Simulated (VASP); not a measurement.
Crystal: Hf.

```
CELL_PARAMETERS angstrom
2.91000 0.00000 0.00000
0.00000 2.91000 0.00000
0.00000 0.00000 2.91000
ATOMIC_POSITIONS crystal
Hf 0.00000 0.00000 0.00000
```

* Program: VASP 6.6.1
* Task: relaxation of cell and atoms
* Functional: LDA
* Potentials or basis: VASP PAW LDA potentials, release 64 (Hf_pv)
* Cutoff: 600 eV
* k mesh: 8 × 8 × 8
* Occupations: methfessel-paxton, width 0.05 eV
* Spin: no spin polarisation

At the start: pressure -6.1 GPa; volume 24.64 Å³/atom.

Q: How do energy, volume and symmetry change on relaxing?

A: Over 3 steps the energy falls by 36.3 meV/atom and the volume is 22.81 Å³/atom (-7.4 %); space group Pm-3m (No. 221, to 0.05 Å).

The path:
```tsv
step	energy change (eV)	largest force (eV/Å)	pressure (GPa)	volume (Å³)
1	0.0000	0.0000	-6.08	24.64
2	-0.0155	0.0000	4.86	21.45
3	-0.0363	0.0000	-0.05	22.81
```

Final structure:
```cif
data_structure
_symmetry_space_group_name_H-M 'P 1'
_symmetry_Int_Tables_number 1
_cell_length_a 2.8360
_cell_length_b 2.8360
_cell_length_c 2.8360
_cell_angle_alpha 90.000
_cell_angle_beta 90.000
_cell_angle_gamma 90.000
_cell_volume 22.81
loop_
_atom_site_label
_atom_site_type_symbol
_atom_site_fract_x
_atom_site_fract_y
_atom_site_fract_z
_atom_site_occupancy
Hf1 Hf 0.00000 0.00000 0.00000 1
```
